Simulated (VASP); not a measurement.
Wanted: the native input for a VASP 6.6.1 run.

```yaml
Task: single point
Functional: PBEsol
Potentials_or_basis: VASP PAW PBE potentials, release 64 (Pd)
Cutoff: 520 eV
k_mesh: 10 × 10 × 10
Occupations: methfessel-paxton, width 0.15 eV
Spin: no spin polarisation
Dipole_correction: no
Further_INCAR_settings: ALGO = Normal; EDIFF = 1e-06; NBANDS = 11
```

The structure of Pd lies in POSCAR:

```
Pd
1.0
    0.0000000000      1.9334358480      1.9334358480
    1.9334358480      0.0000000000      1.9334358480
    1.9334358480      1.9334358480      0.0000000000
Pd
1
Direct
    0.0000000000      0.0000000000      0.0000000000
```

The input as run:

INCAR

```
PREC     = Accurate       # precision mode
ENCUT    = 520            # plane-wave cutoff, eV
EDIFF    = 1E-6           # SCF threshold, eV
ISMEAR   = 1              # smearing method
SIGMA    = 0.15           # smearing width, eV
LREAL    = F              # projectors in reciprocal space
LASPH    = T              # aspherical terms in the spheres
NELM     = 80             # most SCF steps
ALGO     = Normal         # electronic algorithm
ISIF     = 2              # what is computed and relaxed
LWAVE    = F              # write WAVECAR
LCHARG   = T              # write CHGCAR
GGA      = PS             # functional
LELF     = T              # ELF
LVHAR    = T            
NBANDS   = 11             # bands
```

KPOINTS

```
Automatic mesh
0
Gamma
  10 10 10
```

Potentials or basis: VASP PAW PBE potentials, release 64 (Pd).

Command:

```bash
$ cat potpaw_PBE.64/Pd/POTCAR > POTCAR
$ mpirun -np 1 vasp_std > vasp.out
```

Results of the run:

```json
{"Pressure": "0.8 GPa", "Band gap on the k mesh": "zero (band 5 reaches 10.29 eV, above the bottom of band 6 at 8.66 eV)"}
```

Caveat: the PAW data sets were made with another functional, which shifts forces and pressure a little.

Wall time 4.9 s on 1 thread of AMD EPYC 7R13 Processor (Zen 3) (shared host), peak memory 0.1 GiB.
